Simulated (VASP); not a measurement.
Input of a VASP 6.6.1 run:

INCAR

```
PREC = Accurate
ENCUT = 520
EDIFF = 1E-6
ISMEAR = 0
SIGMA = 0.15
LREAL = False
LASPH = True
NELM = 100
ALGO = Normal
ISIF = 2
LWAVE = False
LCHARG = False
GGA = PE
NBANDS = 14
```

The input KPOINTS:

```
regular mesh
0
Gamma
  16 16 16
```

Contents of POSCAR:

```
TiAl
1.0
    2.9247388800      0.0000000000      0.0000000000
    0.0000000000      2.9247388800      0.0000000000
    0.0000000000      0.0000000000      2.9247388800
Ti Al
1 1
Direct
    0.0000000000      0.0000000000      0.0000000000
    0.5000000000      0.5000000000      0.5000000000
```

Potentials or basis: VASP PAW PBE potentials, release 64 (Ti_sv, Al).

Command:

```bash
$ cat potpaw_PBE.64/Ti_sv/POTCAR potpaw_PBE.64/Al/POTCAR > POTCAR
$ mpirun -np 1 vasp_std > vasp.out
```

Question: What does it give for the pressure?

Answer: 47.2 GPa.

Caveat: the cell differs from its parent crystal (strain -0.080 along x and y, -0.080 along z).
